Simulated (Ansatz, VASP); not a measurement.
One calculation of NiGe, two programs

```xyz
8
Lattice="0.0000 -3.4833 0.0000 -5.3931 0.0000 0.0000 0.0000 0.0000 -5.8461" Properties=species:S:1:pos:R:3 pbc="T T T"
Ni   -0.0306   -0.8708   -4.7319
Ni   -5.3625   -2.6124   -1.1142
Ni   -2.6659   -2.6124   -1.8088
Ni   -2.7272   -0.8708   -4.0373
Ge   -1.0249   -0.8708   -2.4116
Ge   -4.3683   -2.6124   -3.4345
Ge   -1.6717   -2.6124   -5.3347
Ge   -3.7214   -0.8708   -0.5115
```

Alike in both runs: task single point; functional PBE; k mesh 6 × 4 × 4; occupations gaussian, width 0.2 eV; no spin polarisation.

|  | VASP | Ansatz |
| --- | --- | --- |
| version | VASP 6.6.1 | Ansatz 0.2.0 |
| potentials or method | VASP PAW PBE potentials, release 64 (Ni, Ge_d), cutoff 520 eV | scalar-relativistic, plane waves, PAW |
| valence electrons in the cell | 96 | 128 |

|  | VASP | Ansatz | Ansatz less VASP |
| --- | --- | --- | --- |
| gap on the k mesh at the Fermi level (eV) | none | none | - |
| pressure (GPa) | 0.2 | 0.0 | -0.24 |
| traceless stress, the component that is largest in VASP (GPa) | 0.59 | 0.51 | -0.081 |
| rms of the force components (eV/Å) | 0.010 | 0.010 | -0.0002 |

Atom by atom the forces differ by 0.004 eV/Å (rms over components). A gap of «none» marks a metal or a gap that the smearing closes. With one functional, cell and mesh, what is left measures potentials, basis and numerics. VASP's potentials hold 96 valence electrons a cell and Ansatz's 128, so a difference there can come from the potentials and not from the codes.
